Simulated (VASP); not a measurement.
# CdO (Fm-3m) in VASP: notebook

The runs below take CdO through single point, with BLYP, PBE+D4.

All numbers are computed with VASP 6.6.1; they aren't measurements. Logs are shortened: lines on timing, memory, paths and dates and some standing lists are left out, and cuts for length are marked.

## (1) The cell of the first run

Symmetry: Fm-3m, No. 225, cubic system. The conventional cell has a = 4.800 Å, b = 4.800 Å, c = 4.800 Å, α = 90.00°, β = 90.00°, γ = 90.00°. Cd (site symmetry m-3m) has 6 O at 2.40 Å within 3.2 Å. Within 3.2 Å of O (site symmetry m-3m) lie 6 Cd at 2.40 Å.

## (2) Single point, BLYP (13.83 Å³/atom)

Contents of INCAR:

```
SYSTEM = CdO
  AGGAC = 1.0
  AGGAX = 1.0
  ALDAC = 0.0
  ALDAX = 1.0
  ALGO = Normal
  EDIFF = 1E-6
  ENCUT = 600
  GGA = B5
  GGA_COMPAT = .FALSE.
  ISIF = 2
  ISMEAR = 0
  LASPH = .TRUE.
  LCHARG = .FALSE.
  LREAL = .FALSE.
  LWAVE = .FALSE.
  NBANDS = 16
  NELM = 120
  PREC = Accurate
  SIGMA = 0.05
```

Contents of KPOINTS:

```
k-points
0
G
  8 8 8
  0 0 0
```

Contents of POSCAR:

```
CdO
1.0
    0.0000000000      2.4001961454      2.4001961454
    2.4001961454      0.0000000000      2.4001961454
    2.4001961454      2.4001961454      0.0000000000
Cd O
1 1
Direct
    0.0000000000      0.0000000000      0.0000000000
    0.5000000000      0.5000000000      0.5000000000
```

Potentials or basis: VASP PAW PBE potentials, release 64 (Cd, O).

The run is started by

```
> cat potpaw_PBE.64/Cd/POTCAR potpaw_PBE.64/O/POTCAR > POTCAR
> mpirun -np 1 vasp_std > vasp.out
```

OUTCAR:

```text
SYSTEM = CdO
   EDIFF = 1E-6
   ENCUT = 600
   GGA = B5
   ISIF = 2
   ISMEAR = 0
   LASPH = .TRUE.
   LREAL = .FALSE.
   NELM = 120
   PREC = Accurate

 ion  position               nearest neighbor table
   1  0.000  0.000  0.000-   2 2.40   2 2.40   2 2.40   2 2.40   2 2.40   2 2.40
   2  0.500  0.500  0.500-   1 2.40   1 2.40   1 2.40   1 2.40   1 2.40   1 2.40

  LATTYP: Found a face centered cubic cell.
 ALAT       =     4.8003922908

  Lattice vectors:

 A1 = (   0.0000000000,   2.4001961454,   2.4001961454)
 A2 = (   2.4001961454,   0.0000000000,   2.4001961454)
 A3 = (   2.4001961454,   2.4001961454,   0.0000000000)

Analysis of symmetry for initial positions (statically):
=====================================================================
 Subroutine PRICEL returns:
 Original cell was already a primitive cell.

 Routine SETGRP: Setting up the symmetry group for a
 face centered cubic supercell.

 Subroutine GETGRP returns: Found 48 space group operations
 (whereof 48 operations were pure point group operations)
 out of a pool of 48 trial point group operations.

The static configuration has the point symmetry O_h .

Analysis of symmetry for dynamics (positions and initial velocities):
=====================================================================
 Subroutine PRICEL returns:
 Original cell was already a primitive cell.

 Routine SETGRP: Setting up the symmetry group for a
 face centered cubic supercell.

 Subroutine GETGRP returns: Found 48 space group operations
 (whereof 48 operations were pure point group operations)
 out of a pool of 48 trial point group operations.

The dynamic configuration has the point symmetry O_h .

 Subroutine INISYM returns: Found 48 space group operations
 (whereof 48 operations are pure point group operations),
 and found     1 'primitive' translations

----------------------------------------------------------------------------------------

                                     Primitive cell

  volume of cell :      27.6548

  direct lattice vectors                    reciprocal lattice vectors
     0.000000000  2.400196145  2.400196145    -0.208316308  0.208316308  0.208316308
     2.400196145  0.000000000  2.400196145     0.208316308 -0.208316308  0.208316308
     2.400196145  2.400196145  0.000000000     0.208316308  0.208316308 -0.208316308

  length of vectors
     3.394389941  3.394389941  3.394389941     0.360814430  0.360814430  0.360814430

  position of ions in fractional coordinates (direct lattice)
     0.000000000  0.000000000  0.000000000
     0.500000000  0.500000000  0.500000000

  ion indices of the primitive-cell ions
   primitive index   ion index
                 1           1
                 2           2

----------------------------------------------------------------------------------------

 KPOINTS: k-points

Automatic generation of k-mesh.
 Grid dimensions read from file:
 generate k-points for:    8    8    8

 Generating k-lattice:

  Cartesian coordinates                     Fractional coordinates (reciprocal lattice)
    -0.026039539  0.026039539  0.026039539     0.125000000  0.000000000  0.000000000
     0.026039539 -0.026039539  0.026039539     0.000000000  0.125000000  0.000000000
     0.026039539  0.026039539 -0.026039539     0.000000000  0.000000000  0.125000000

  Length of vectors
     0.045101804  0.045101804  0.045101804

  Shift w.r.t. Gamma in fractional coordinates (k-lattice)
     0.000000000  0.000000000  0.000000000

 Subroutine IBZKPT returns following result:
 ===========================================

 Found     29 irreducible k-points:

 Following reciprocal coordinates:
            Coordinates               Weight
  0.000000  0.000000  0.000000      1.000000
  0.125000  0.000000  0.000000      8.000000
  0.250000  0.000000  0.000000      8.000000
  0.375000  0.000000  0.000000      8.000000
  0.500000  0.000000  0.000000      4.000000
  0.125000  0.125000  0.000000      6.000000
[... 16 lines left out ...]
  0.500000  0.250000  0.125000     48.000000
 -0.375000  0.250000  0.125000     24.000000
 [... further k-points ...]
   k-points           NKPTS =     29   k-points in BZ     NKDIM =     29   number of bands    NBANDS=     16
   number of dos      NEDOS =    301   number of ions     NIONS =      2
   total plane-waves  NPLWV =  21952
   dimension x,y,z NGX =    28 NGY =   28 NGZ =   28
   dimension x,y,z NGXF=    56 NGYF=   56 NGZF=   56
   ions per type =               1   1
   NGX,Y,Z   is equivalent  to a cutoff of  13.71, 13.71, 13.71 a.u.
   NGXF,Y,Z  is equivalent  to a cutoff of  27.43, 27.43, 27.43 a.u.
 SYSTEM =  CdO
   PREC   = accura    normal or accurate (medium, high low for compatibility)
   ISTART =      0    job   : 0-new  1-cont  2-samecut
   ICHARG =      2    charge: 1-file 2-atom 10-const
   ISPIN  =      1    spin polarized calculation?
   LNONCOLLINEAR =      F non collinear calculations
   LSORBIT =      F    spin-orbit coupling
[... 113 lines left out ...]
      6      -4.3676      2.00000
[... 8 lines left out ...]
     15      22.7306      0.00000
     16      23.3295      0.00000

 k-point     6 :       0.1250    0.1250    0.0000
  band No.  band energies     occupation
      1     -14.8752      2.00000
      2      -4.8909      2.00000
      3      -4.8142      2.00000
      4      -4.7822      2.00000
      5      -4.7822      2.00000
      6      -4.5375      2.00000
[... 8 lines left out ...]
     15      21.1185      0.00000
     16      21.9996      0.00000

 k-point     7 :       0.2500    0.1250    0.0000
  band No.  band energies     occupation
      1     -14.7069      2.00000
      2      -5.0445      2.00000
      3      -4.9682      2.00000
      4      -4.8053      2.00000
      5      -4.6809      2.00000
      6      -4.4972      2.00000
[... 8 lines left out ...]
     15      21.4119      0.00000
     16      22.9704      0.00000

 k-point     8 :       0.3750    0.1250    0.0000
  band No.  band energies     occupation
      1     -14.4833      2.00000
      2      -5.2383      2.00000
      3      -5.1197      2.00000
      4      -5.0053      2.00000
      5      -4.5409      2.00000
      6      -4.3905      2.00000
[... 8 lines left out ...]
     15      21.7041      0.00000
     16      23.6087      0.00000

 k-point     9 :       0.5000    0.1250    0.0000
  band No.  band energies     occupation
      1     -14.3366      2.00000
      2      -5.3801      2.00000
      3      -5.2018      2.00000
      4      -5.1847      2.00000
      5      -4.4103      2.00000
      6      -4.3536      2.00000
[... 8 lines left out ...]
     15      21.7061      0.00000
     16      23.4054      0.00000
[... 172 lines left out ...]
 k-point    19 :       0.5000    0.3750    0.0000
  band No.  band energies     occupation
      1     -14.4238      2.00000
      2      -5.1654      2.00000
      3      -4.5140      2.00000
      4      -4.4524      2.00000
      5      -4.2810      2.00000
      6      -4.2097      2.00000
[... 8 lines left out ...]
     15      24.4908      0.00000
     16      25.5889      0.00000

 k-point    20 :      -0.3750    0.3750    0.0000
  band No.  band energies     occupation
      1     -14.3665      2.00000
      2      -5.1536      2.00000
      3      -4.7791      2.00000
      4      -4.6256      2.00000
      5      -4.3295      2.00000
      6      -4.2228      2.00000
[... 8 lines left out ...]
     15      23.5586      0.00000
     16      25.4753      0.00000

 k-point    21 :       0.5000    0.5000    0.0000
  band No.  band energies     occupation
      1     -14.4409      2.00000
      2      -5.2058      2.00000
      3      -4.3447      2.00000
      4      -4.2533      2.00000
      5      -4.2533      2.00000
      6      -3.9996      2.00000
[... 8 lines left out ...]
     15      23.9782      0.00000
     16      27.4507      0.00000

 k-point    22 :       0.3750    0.2500    0.1250
  band No.  band energies     occupation
      1     -14.5562      2.00000
      2      -5.1348      2.00000
      3      -5.0062      2.00000
      4      -4.8989      2.00000
      5      -4.5973      2.00000
      6      -4.3778      2.00000
[... 8 lines left out ...]
     15      22.9861      0.00000
     16      23.2699      0.00000

 k-point    23 :       0.5000    0.2500    0.1250
  band No.  band energies     occupation
      1     -14.4014      2.00000
      2      -5.1806      2.00000
      3      -5.0823      2.00000
      4      -4.9871      2.00000
      5      -4.4721      2.00000
      6      -4.3158      2.00000
[... 8 lines left out ...]
     15      22.1083      0.00000
     16      23.7795      0.00000

 k-point    24 :      -0.3750    0.2500    0.1250
  band No.  band energies     occupation
      1     -14.3361      2.00000
      2      -5.2489      2.00000
      3      -5.0380      2.00000
      4      -5.0378      2.00000
      5      -4.3628      2.00000
      6      -4.3626      2.00000
[... 8 lines left out ...]
     15      20.9396      0.00000
     16      24.4046      0.00000

 [... further k-points ...]

------------------------ aborting loop because EDIFF is reached ----------------------------------------

  FORCE on cell =-STRESS in cart. coord.  units (eV):
  Direction    XX          YY          ZZ          XY          YZ          ZX
  --------------------------------------------------------------------------------------
  -------------------------------------------------------------------------------------
  Total        0.6081684      0.6081684      0.6081684      0.0000000      0.0000000      0.0000000
  in kB       35.2341841     35.2341841     35.2341841      0.0000000      0.0000000      0.0000000
  external PRESSURE =      35.2341841 kB  Pullay stress =       0.0000000 kB

 VOLUME and BASIS-vectors are now :
 -----------------------------------------------------------------------------
  energy-cutoff  :      600.00
  volume of cell :       27.65
      direct lattice vectors                 reciprocal lattice vectors
     0.000000000  2.400196145  2.400196145    -0.208316308  0.208316308  0.208316308
     2.400196145  0.000000000  2.400196145     0.208316308 -0.208316308  0.208316308
     2.400196145  2.400196145  0.000000000     0.208316308  0.208316308 -0.208316308

 POSITION                                       TOTAL-FORCE (eV/Angst)
 -----------------------------------------------------------------------------------
      0.00000      0.00000      0.00000        -0.000000     -0.000000     -0.000000
      2.40020      2.40020      2.40020         0.000000      0.000000      0.000000
 -----------------------------------------------------------------------------------
    total drift:                                0.000000      0.000000      0.000000

  FREE ENERGIE OF THE ION-ELECTRON SYSTEM (eV)
  ---------------------------------------------------
  free  energy   TOTEN  =        -6.9578431648 eV

  energy  without entropy=       -6.9575874392  energy(sigma->0) =       -6.95771530
```

Run time: 13 s. Hardware: 1 thread of Intel Xeon 6975P-C (Granite Rapids), shared host; peak memory 0.16 GiB.

Results:

* Free energy: -6.9578 eV
* Pressure: 3.5 GPa
* Band gap on the k mesh: zero (bands 9 and 10 overlap by 0.41 eV)

Caveat: the cell stands under pressure; semilocal functionals underestimate gaps, so a narrow gap can read as zero; the PAW data sets were made with another functional, which shifts forces and pressure a little.

## (3) Single point, BLYP (13.55 Å³/atom)

This run uses another cell than the first one, of 13.55 Å³/atom.

Contents of INCAR:

```
SYSTEM = CdO
PREC = Accurate
ENCUT = 600
EDIFF = 1E-6
ISMEAR = 0
SIGMA = 0.05
LREAL = .False.
LASPH = .True.
NELM = 120
ALGO = Normal
ISIF = 2
LWAVE = .False.
LCHARG = .True.
GGA = B5
ALDAX = 1.0
AGGAX = 1.0
AGGAC = 1.0
ALDAC = 0.0
LELF = .True.
LVHAR = .True.
NBANDS = 16
GGA_COMPAT = .False.
```

Contents of KPOINTS:

```
regular mesh
0
Gamma
  8 8 8
  0 0 0
```

Contents of POSCAR:

```
CdO
1.0
    0.0000000000      2.3837559298      2.3837559298
    2.3837559298      0.0000000000      2.3837559298
    2.3837559298      2.3837559298      0.0000000000
Cd O
1 1
Direct
    0.0000000000      0.0000000000      0.0000000000
    0.5000000000      0.5000000000      0.5000000000
```

Potentials or basis: VASP PAW PBE potentials, release 64 (Cd, O).

The run is started by

```
> cat potpaw_PBE.64/Cd/POTCAR potpaw_PBE.64/O/POTCAR > POTCAR
> mpirun -np 1 vasp_std > vasp.out
```

Run time: 13 s. Hardware: 1 thread of Intel Xeon 6975P-C (Granite Rapids), shared host; peak memory 0.16 GiB.

It converged, with:

```
Free energy            : -6.9394 eV
Pressure               : 6.4 GPa
Band gap on the k mesh : zero (bands 9 and 10 overlap by 0.37 eV)
```

Levels at points of the mesh, in eV from the Fermi level:
```csv
k point,band 7,band 8,band 9,band 10,band 11,band 12
"(0.00, 0.00, 0.00)",-1.21,-1.21,-1.21,-0.41,15.47,16.95
"(0.50, 0.00, 0.00)",-3.74,-0.04,-0.04,4.64,6.94,11.73
"(0.50, 0.50, 0.00)",-3.97,-2.11,-2.11,3.60,8.50,11.47
```

Caveat: the cell stands under pressure; semilocal functionals underestimate gaps, so a narrow gap can read as zero; the PAW data sets were made with another functional, which shifts forces and pressure a little.

## (4) Single point, PBE+D4 (13.47 Å³/atom)

This run uses another cell than the first one, of 13.47 Å³/atom.

Contents of INCAR:

```
PREC = Accurate ; ENCUT = 600
EDIFF = 1E-6 ; ISMEAR = 0
SIGMA = 0.05 ; LREAL = F
LASPH = T ; NELM = 120
ALGO = Normal ; ISIF = 2
LWAVE = F ; LCHARG = F
GGA = PE ; IVDW = 13
NBANDS = 16 ; GGA_COMPAT = F
```

Contents of KPOINTS:

```
regular mesh
0
Gamma
  8 8 8
```

Contents of POSCAR:

```
CdO
1.0
    0.0000000000      2.3790976023      2.3790976023
    2.3790976023      0.0000000000      2.3790976023
    2.3790976023      2.3790976023      0.0000000000
Cd O
1 1
Direct
    0.0000000000      0.0000000000      0.0000000000
    0.5000000000      0.5000000000      0.5000000000
```

The run is started by

```
> cat potpaw_PBE.64/Cd/POTCAR potpaw_PBE.64/O/POTCAR > POTCAR
> mpirun -np 1 vasp_std > vasp.out
```

Run time: 8.1 s. Hardware: 1 thread of Intel Xeon 6975P-C (Granite Rapids), shared host; peak memory 0.16 GiB.

Results (log left out):

```
Free energy                : -8.3345 eV
Pressure                   : -1.5 GPa
Band gap on the k mesh     : zero (bands 9 and 10 overlap by 0.50 eV)
Dispersion energy per atom : -0.303 eV
```

Levels at points of the mesh, in eV from the Fermi level:
```csv
k point,band 5,band 6,band 7,band 8,band 9,band 10,band 11,band 12,band 13,band 14
"(0.00, 0.00, 0.00)",-6.40,-6.40,-1.23,-1.23,-1.23,-0.54,14.89,16.73,16.73,16.73
"(0.50, 0.00, 0.00)",-6.18,-6.18,-3.76,-0.04,-0.04,4.39,7.01,11.72,11.72,17.34
"(0.50, 0.50, 0.00)",-6.05,-5.79,-4.11,-2.17,-2.17,3.69,8.36,11.05,13.00,13.00
```

Caveat: semilocal functionals underestimate gaps, so a narrow gap can read as zero.

## (5) Single point, PBE+D4 (13.73 Å³/atom)

This run uses another cell than the first one, of 13.73 Å³/atom.

Contents of INCAR:

```
SYSTEM = CdO
PREC = Accurate ; ENCUT = 600
EDIFF = 1E-6 ; ISMEAR = 0
SIGMA = 0.05 ; LREAL = .FALSE.
LASPH = .TRUE. ; NELM = 120
ALGO = Normal ; ISIF = 2
LWAVE = .FALSE. ; LCHARG = .TRUE.
GGA = PE ; IVDW = 13
LELF = .TRUE. ; LVHAR = .TRUE.
NBANDS = 16 ; GGA_COMPAT = .FALSE.
```

Contents of KPOINTS:

```
regular mesh
0
G
  8 8 8
  0 0 0
```

Contents of POSCAR:

```
CdO
1.0
    0.0000000000      2.3945467209      2.3945467209
    2.3945467209      0.0000000000      2.3945467209
    2.3945467209      2.3945467209      0.0000000000
Cd O
1 1
Direct
    0.0000000000      0.0000000000      0.0000000000
    0.5000000000      0.5000000000      0.5000000000
```

The run is started by

```
> cat potpaw_PBE.64/Cd/POTCAR potpaw_PBE.64/O/POTCAR > POTCAR
> mpirun -np 1 vasp_std > vasp.out
```

It took 9.1 s on 1 thread of Intel Xeon 6975P-C (Granite Rapids), shared host; peak memory 0.16 GiB.

It converged, with:

```
Free energy                : -8.3264 eV
Pressure                   : -3.9 GPa
Band gap on the k mesh     : zero (bands 9 and 10 overlap by 0.53 eV)
Dispersion energy per atom : -0.298 eV
```

Levels at points of the mesh, in eV from the Fermi level:
| k point | band 5 | band 6 | band 7 | band 8 | band 9 | band 10 | band 11 | band 12 | band 13 | band 14 |
| --- | --- | --- | --- | --- | --- | --- | --- | --- | --- | --- |
| (0.00, 0.00, 0.00) | -6.39 | -6.39 | -1.17 | -1.17 | -1.17 | -0.57 | 14.86 | 16.60 | 16.60 | 16.60 |
| (0.50, 0.00, 0.00) | -6.17 | -6.17 | -3.71 | -0.04 | -0.04 | 4.37 | 6.88 | 11.62 | 11.62 | 17.14 |
| (0.50, 0.50, 0.00) | -6.06 | -5.81 | -3.97 | -2.08 | -2.08 | 3.61 | 8.27 | 10.97 | 12.83 | 12.83 |

Caveat: the cell stands under tension; semilocal functionals underestimate gaps, so a narrow gap can read as zero.

## (6) Overview

| level | cell | gap on the mesh (eV) | pressure (GPa) |
| --- | --- | --- | --- |
| BLYP | a = 3.394 Å, angles 60.0°, 2 atoms | none | 3.5 |
| BLYP | a = 3.371 Å, angles 60.0°, 2 atoms | none | 6.4 |
| PBE+D4 | a = 3.365 Å, angles 60.0°, 2 atoms | none | -1.5 |
| PBE+D4 | a = 3.386 Å, angles 60.0°, 2 atoms | none | -3.9 |

Alike in all rows: task single point; potentials or basis VASP PAW PBE potentials, release 64 (Cd, O); no spin polarisation; k mesh 8 × 8 × 8; cutoff (eV) 600; smearing gaussian 0.05 eV.

Caveats: semilocal functionals underestimate gaps, so a narrow gap can read as zero; the cell stands under pressure (at least some runs); the PAW data sets were made with another functional, which shifts forces and pressure a little (at least some runs); the cell stands under tension (at least some runs).

Total energies depend on the potentials used, so only differences within one code and one set of settings carry meaning.
